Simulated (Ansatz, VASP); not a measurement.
One calculation of Sb, two programs

Contents of INCAR:

```
PREC = Accurate
ENCUT = 520
EDIFF = 1E-6
ISMEAR = -1
SIGMA = 0.05
LREAL = F
LASPH = T
NELM = 60
ALGO = Normal
ISIF = 2
LWAVE = F
LCHARG = F
GGA = RE
NBANDS = 8
```

File KPOINTS:

```
regular mesh
0
Gamma
  8 8 8
```

Contents of POSCAR:

```
Sb
1.0
    3.1600000000      0.0000000000      0.0000000000
    0.0000000000      3.1600000000      0.0000000000
    0.0000000000      0.0000000000      3.1600000000
Sb
1
Direct
    0.0000000000      0.0000000000      0.0000000000
```

Contents of input.yaml:

```yaml
crystal:
  lattice:
    - [3.16, 0.0, 0.0]
    - [0.0, 3.16, 0.0]
    - [0.0, 0.0, 3.16]
  atoms:
    - { symbol: Sb, position: [0.0, 0.0, 0.0] }
hamiltonian:
  xc: revpbe
  pseudopotentials: { kind: paw }
kpoints:
  mp_grid: { grid: [8, 8, 8] }
  band_path:
    path:
      - [[0.0, 0.0, 0.0], [0.0, 0.5, 0.0], [0.5, 0.5, 0.0], [0.0, 0.0, 0.0], [0.5, 0.5, 0.5], [0.0, 0.5, 0.0]]
      - [[0.5, 0.5, 0.0], [0.5, 0.5, 0.5]]
    npoints: 14
scf:
  occupations: { method: fermi_dirac, width: 0.05 }
  n_extra_bands: 6
output:
  forces: true
  stress: true
  eigenvalues: true
  fatbands: false
```

Alike in both runs: functional revPBE; k mesh 8 × 8 × 8; occupations fermi-dirac, width 0.05 eV; no spin polarisation.

```csv
,VASP,Ansatz
version,VASP 6.6.1,Ansatz 0.2.0
potentials or method,"VASP PAW PBE potentials, release 64 (Sb)",Ansatz PAW
plane-wave cutoff (eV),520,420
valence electrons in the cell,5,15
task,single point,band structure
```

|  | VASP | Ansatz | Ansatz less VASP |
| --- | --- | --- | --- |
| gap on the k mesh at the Fermi level (eV) | none | none | - |
| pressure (GPa) | -1.5 | -1.4 | +0.08 |

VASP's potentials were made for PBE, not for revPBE. A gap of «none» marks a metal or a gap that the smearing closes. VASP's potentials hold 5 valence electrons a cell and Ansatz's 15, so a difference there can come from the potentials and not from the codes.

Spin-orbit coupling is off throughout.
